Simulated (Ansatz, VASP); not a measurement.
**Two plane-wave programs on MgO**

The input POSCAR:

```
MgO
1.0
   -0.0139794133      2.1021674168      2.1021674168
    2.1021674168     -0.0139794133      2.1021674168
    2.0881880035      2.0881880035      0.0000000000
Mg O
1 1
Direct
    0.0000000000      0.0000000000      0.0000000000
    0.5000000000      0.5000000000      0.5000000000
```

The input INCAR.step1:

```
ALGO = Normal
EDIFF = 1E-5
ENCUT = 520
GGA = PE
ISIF = 2
ISMEAR = 0
LASPH = T
LCHARG = F
LREAL = F
LWAVE = T
NBANDS = 11
NELM = 100
PREC = Accurate
SIGMA = 0.01
```

INCAR.step2

```
ALGO = Normal
EDIFF = 1E-7
ENCUT = 520
GGA = PE
HFSCREEN = 0.2079
ISIF = 2
ISMEAR = 0
ISTART = 1
LASPH = T
LCHARG = F
LHFCALC = T
LREAL = F
LWAVE = F
NBANDS = 11
NELM = 100
PREC = Accurate
PRECFOCK = Normal
SIGMA = 0.01
```

File KPOINTS:

```
k-points
0
Gamma
  8 8 8
```

Input for Ansatz:

```yaml
crystal:
  lattice:
    - [-0.0139794133, 2.1021674168, 2.1021674168]
    - [2.1021674168, -0.0139794133, 2.1021674168]
    - [2.0881880035, 2.0881880035, 0.0]
  atoms:
    - { symbol: Mg, position: [0.0, 0.0, 0.0] }
    - { symbol: O, position: [0.5, 0.5, 0.5] }
kpoints:
  mp_grid: { grid: [8, 8, 8] }
  band_path:
    path:
      - [0.0, 0.0, 0.0]
      - [0.5, 0.0, 0.5]
      - [0.625, 0.25, 0.625]
      - [0.375, 0.375, 0.75]
      - [0.5, 0.5, 0.5]
      - [0.5, 0.25, 0.75]
    npoints: 1
hamiltonian:
  xc: hse06
scf:
  occupations: { method: fixed }
  n_extra_bands: 4
output:
  forces: true
  stress: true
  eigenvalues: true
```

Change from the starting cell: shear_xy strain -1.3%.

Alike in both runs: task single point; functional HSE06; k mesh 8 × 8 × 8; no spin polarisation.

```csv
,VASP,Ansatz
version,VASP 6.6.1,Ansatz 0.2.0
potentials or method,"VASP PAW PBE potentials, release 64 (Mg, O)","plane waves, PAW"
plane-wave cutoff (eV),520,420
occupations,"gaussian, width 0.01 eV",fixed
valence electrons in the cell,8,16
```

|  | VASP | Ansatz | Ansatz less VASP |
| --- | --- | --- | --- |
| gap on the k mesh at the Fermi level (eV) | 6.44 | 6.49 | +0.046 |
| pressure (GPa) | -0.6 | -0.3 | +0.30 |
| traceless stress, the component that is largest in VASP (GPa) | 2.07 | 2.07 | -0.005 |

VASP's potentials hold 8 valence electrons a cell and Ansatz's 16, so a difference there can come from the potentials and not from the codes. Ansatz's warnings: stress exchange threshold loose, stress scf threshold loose.
